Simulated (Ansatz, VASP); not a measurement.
**YAl3N4 in VASP and in Ansatz**

The input INCAR:

```
SYSTEM = YAl3N4
PREC     = Accurate       ! precision mode
ENCUT    = 600            ! plane-wave cutoff, eV
EDIFF    = 1E-7           ! SCF threshold, eV
ISMEAR   = 0              ! smearing method
SIGMA    = 0.02           ! smearing width, eV
LREAL    = .False.        ! projectors in reciprocal space
LASPH    = .True.         ! aspherical terms in the spheres
NELM     = 120            ! most SCF steps
ALGO     = Normal         ! electronic algorithm
ISIF     = 3              ! what is computed and relaxed
LWAVE    = .False.        ! write WAVECAR
LCHARG   = .False.        ! write CHGCAR
GGA      = CA             ! functional
IBRION   = 2              ! ionic algorithm
NSW      = 100            ! ionic steps
EDIFFG   = -0.002         ! ionic threshold
GGA_COMPAT= .False.      
NELMIN   = 4            
KPAR     = 4
```

Contents of KPOINTS:

```
Automatic mesh
0
Gamma
  6 6 4
  0 0 0
```

POSCAR

```
YAl3N4
1.0
    4.9707342587     -2.8549354636      0.0069854424
   -3.3857159790     -0.1117835951     -4.5994385713
    3.5017886159      6.0354372028      0.0490983671
Y Al N
2 6 8
Direct
    0.3198195005      0.0090896906     -0.0118986937
    0.9301804995      0.4909103094      0.1368986937
    0.8305588212     -0.0174893168      0.2549705887
    0.3552949465      0.0739188709      0.5148346371
    0.8237075796     -0.0425454003      0.7312749331
    0.4262924204      0.5425454003      0.3937250669
    0.8947050535      0.4260811291      0.6101653629
    0.4194411788      0.5174893168      0.8700294113
    0.5513521179      0.5325751006      0.1401403407
    0.0628940345      0.4203659050      0.3916957740
    0.6093200446      0.5131603381      0.6128991791
    0.0924556817      0.5238667889      0.8546327687
    0.6986478821     -0.0325751006     -0.0151403407
    0.1575443183     -0.0238667889      0.2703672313
    0.6406799554     -0.0131603381      0.5121008209
    0.1871059655      0.0796340950      0.7333042260
```

Input for Ansatz:

```yaml
crystal:
  lattice:
    - [4.9707342587, -2.8549354636, 0.0069854424]
    - [-3.385715979, -0.1117835951, -4.5994385713]
    - [3.5017886159, 6.0354372028, 0.0490983671]
  atoms:
    - { symbol: "Y", position: [0.3198195005, 0.0090896906, -0.0118986937] }
    - { symbol: Al, position: [0.8305588212, -0.0174893168, 0.2549705887] }
    - { symbol: Al, position: [0.3552949465, 0.0739188709, 0.5148346371] }
    - { symbol: Al, position: [0.8237075796, -0.0425454003, 0.7312749331] }
    - { symbol: "Y", position: [0.9301804995, 0.4909103094, 0.1368986937] }
    - { symbol: Al, position: [0.4262924204, 0.5425454003, 0.3937250669] }
    - { symbol: Al, position: [0.8947050535, 0.4260811291, 0.6101653629] }
    - { symbol: Al, position: [0.4194411788, 0.5174893168, 0.8700294113] }
    - { symbol: "N", position: [0.5513521179, 0.5325751006, 0.1401403407] }
    - { symbol: "N", position: [0.0628940345, 0.420365905, 0.391695774] }
    - { symbol: "N", position: [0.6093200446, 0.5131603381, 0.6128991791] }
    - { symbol: "N", position: [0.0924556817, 0.5238667889, 0.8546327687] }
    - { symbol: "N", position: [0.6986478821, -0.0325751006, -0.0151403407] }
    - { symbol: "N", position: [0.1575443183, -0.0238667889, 0.2703672313] }
    - { symbol: "N", position: [0.6406799554, -0.0131603381, 0.5121008209] }
    - { symbol: "N", position: [0.1871059655, 0.079634095, 0.733304226] }
basis:
  ecutwfc: 420
kpoints:
  mp_grid: { grid: [6, 6, 4] }
hamiltonian:
  xc: lda
scf:
  occupations: { method: gaussian, width: 0.02 }
output:
  forces: true
  stress: true
  eigenvalues: true
relax:
  adjacent_minimum: "off"
  f_tol: 0.002
  max_steps: 80
  cell: { stress_tol: 0.02 }
```

Alike in both runs: task relaxation of cell and atoms; functional LDA; k mesh 6 × 6 × 4; occupations gaussian, width 0.02 eV; no spin polarisation.

|  | VASP | Ansatz |
| --- | --- | --- |
| version | VASP 6.6.1 | Ansatz 0.2.0 |
| potentials or method | VASP PAW LDA potentials, release 64 (Y_sv, Al, N), cutoff 600 eV | scalar-relativistic, plane waves, PAW |
| valence electrons in the cell | 80 | 80 |

Ansatz gave:

| Property | Result |
| --- | --- |
| gap on the k mesh at the Fermi level, each at its own relaxed structure (eV) | 2.37 |
| relaxed volume (Å³/atom) | 11.45 |

Which values does VASP return?

gap on the k mesh at the Fermi level, each at its own relaxed structure (eV): 2.11; relaxed volume (Å³/atom): 11.28.

LDA's correlation is that of Perdew and Zunger in VASP and of Perdew and Wang (1992) in Ansatz. One of these differences is far larger than is usual between the two programs; its cause wasn't traced.
